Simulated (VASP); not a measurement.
Here is a VASP 6.6.1 calculation.

The input INCAR:

```
  ALGO = Normal
  EDIFF = 1E-7
  ENCUT = 520
  GGA = PE
  ISIF = 2
  ISMEAR = 0
  LASPH = T
  LCHARG = T
  LELF = T
  LREAL = F
  LVHAR = T
  LWAVE = F
  NBANDS = 18
  NELM = 60
  PREC = Accurate
  SIGMA = 0.05
```

KPOINTS

```
k-points
0
Gamma
  12 12 8
```

Contents of POSCAR:

```
PtS2
1.0
    3.7203594496      0.0000000000      0.0000000000
   -1.8601797248      3.2219257945      0.0000000000
    0.0000000000      0.0000000000      5.0388000000
Pt S
1 2
Direct
    0.0000000000      0.0000000000      0.0000000000
    0.3333333333      0.6666666667      0.2500000000
    0.6666666667      0.3333333333      0.7500000000
```

Potentials or basis: VASP PAW PBE potentials, release 64 (Pt, S).

Launch:

```sh
$ cat potpaw_PBE.64/Pt/POTCAR potpaw_PBE.64/S/POTCAR > POTCAR
$ mpirun -np 1 vasp_std > vasp.out
```

**Question.** Estimate the pressure.

**Answer.** -10.2 GPa.

**Question.** Predict the band gap on the k mesh.

**Answer.** 0.26 eV, indirect (least direct gap 0.62 eV).

**Question.** What does it give for the largest force?

**Answer.** 1.171 eV/Å.

Forces in eV/Å, atoms in the order of the input:
```
Pt   0.000  0.000  0.000
S    0.000  0.000 -1.171
S    0.000  0.000  1.171
```

Caveat: the cell differs from its parent crystal (strain +0.050 along x and y, +0.000 along z); spin-orbit coupling is left out, which moves the levels of the heavy elements; forces of over 1 eV/Å act on the atoms, so gaps and moduli don't describe the material at rest. A k mesh can miss the band edges.
